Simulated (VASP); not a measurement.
Input of a VASP 6.6.1 run:

INCAR

```
PREC     = Accurate       # precision mode
ENCUT    = 600            # plane-wave cutoff, eV
EDIFF    = 1E-6           # SCF threshold, eV
ISMEAR   = 1              # smearing method
SIGMA    = 0.3            # smearing width, eV
LREAL    = F              # projectors in reciprocal space
LASPH    = T              # aspherical terms in the spheres
NELM     = 120            # most SCF steps
ALGO     = Normal         # electronic algorithm
ISIF     = 2              # what is computed and relaxed
LWAVE    = F              # write WAVECAR
LCHARG   = F              # write CHGCAR
NBANDS   = 12             # bands
GGA_COMPAT= F
```

File KPOINTS:

```
regular mesh
0
Gamma
  7 7 7
```

File POSCAR:

```
Cu
1.0
   -1.4427933200      1.4427933200      1.3760814500
    1.4427933200     -1.4427933200      1.3760814500
    1.4427933200      1.4427933200     -1.3760814500
Cu
1
Direct
    0.0000000000      0.0000000000      0.0000000000
```

Potentials or basis: VASP PAW LDA potentials, release 64 (Cu).

Launch:

```bash
$ cat potpaw_LDA.64/Cu/POTCAR > POTCAR
$ mpirun -np 1 vasp_std > vasp.out
```

Task: Predict the pressure.

Result: -6.6 GPa.

Stress tensor (GPa, compression positive):
```
 -4.70   0.00   0.00
  0.00  -4.70   0.00
  0.00   0.00 -10.47
```

Caveat: the k points lie up to 0.45 Å⁻¹ apart.
